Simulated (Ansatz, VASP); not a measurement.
One calculation of AlN, two programs

Contents of INCAR:

```
PREC = Accurate
ENCUT = 600
EDIFF = 1E-6
ISMEAR = 0
SIGMA = 0.01
LREAL = False
LASPH = True
NELM = 120
ALGO = Normal
ISIF = 2
LWAVE = False
LCHARG = False
GGA = PE
NBANDS = 11
GGA_COMPAT = False
```

File KPOINTS:

```
Automatic mesh
0
Gamma
  6 6 6
```

POSCAR

```
AlN
1.0
   -0.0268500000      2.1843700000      2.2115600000
    2.1890800000     -0.0060500000      2.1907600000
    2.1913000000      2.1657800000     -0.0082700000
Al N
1 1
Direct
    0.9821100000      0.0105100000      0.0231300000
    0.7724500000      0.7357500000      0.7601700000
```

Input for Ansatz:

```yaml
crystal:
  lattice:
    - [-0.02685, 2.18437, 2.21156]
    - [2.18908, -0.00605, 2.19076]
    - [2.1913, 2.16578, -0.00827]
  atoms:
    - { symbol: Al, position: [0.98211, 0.01051, 0.02313] }
    - { symbol: "N", position: [0.77245, 0.73575, 0.76017] }
basis:
  ecutwfc: 540.0
  xc_grid: 2
kpoints:
  mp_grid:
    grid: [6, 6, 6]
hamiltonian:
  xc: pbe
scf:
  convergence:
    dr2_threshold: 1.0e-09
  occupations:
    method: fixed
output:
  forces: true
  stress: true
```

Alike in both runs: task single point; functional PBE; k mesh 6 × 6 × 6; no spin polarisation.

|  | VASP | Ansatz |
| --- | --- | --- |
| version | VASP 6.6.1 | Ansatz 0.2.0 |
| potentials or method | VASP PAW PBE potentials, release 64 (Al, N), cutoff 600 eV | plane waves, PAW |
| occupations | gaussian, width 0.01 eV | fixed |
| valence electrons in the cell | 8 | 8 |

VASP gave:

```
pressure (GPa)                                                : 3.1
traceless stress, the component that is largest in VASP (GPa) : -5.78
rms of the force components (eV/Å)                            : 0.770
```

Estimate Ansatz's values.

pressure (GPa): 3.4; traceless stress, the component that is largest in VASP (GPa): -5.76; rms of the force components (eV/Å): 0.768.

Atom by atom the forces differ by 0.002 eV/Å (rms over components). Ansatz's warnings: stress scf threshold loose.
